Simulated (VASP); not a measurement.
BeTe, 2 atoms in the cell. The structure is cubic, space group F-43m (No. 216). The conventional cell has a = 5.716 Å, b = 5.716 Å, c = 5.716 Å, α = 90.00°, β = 90.00°, γ = 90.00°. Within 3.3 Å of Te (site symmetry -43m) lie 4 Be at 2.48 Å. Be (site symmetry -43m) has 4 Te at 2.48 Å within 3.3 Å. 

| Quantity | Value |
| --- | --- |
| Program | VASP 6.6.1 |
| Task | single point |
| Functional | RPBE |
| Potentials or basis | VASP PAW PBE potentials, release 64 (Te, Be) |
| Cutoff | 520 eV |
| k mesh | 8 × 8 × 8 |
| Occupations | fermi-dirac, width 0.05 eV |
| Spin | no spin polarisation |
| Dipole correction | no |
| Further INCAR settings | ALGO = Normal; EDIFF = 1e-06; NBANDS = 11 |

Potentials or basis: VASP PAW PBE potentials, release 64 (Te, Be).

Run with:

```console
$ cat potpaw_PBE.64/Te/POTCAR potpaw_PBE.64/Be/POTCAR > POTCAR
$ mpirun -np 1 vasp_std > vasp.out
```

Hardware: 1 thread of Intel(R) Xeon(R) 6975P-C (Granite Rapids), on a shared host.

Task: How long does it take, and how much memory?

Result: Run time: 7.4 s on 1 thread of Intel(R) Xeon(R) 6975P-C (Granite Rapids) (shared host), peak memory 0.17 GiB. Counts: scf iterations 13, k points 29.
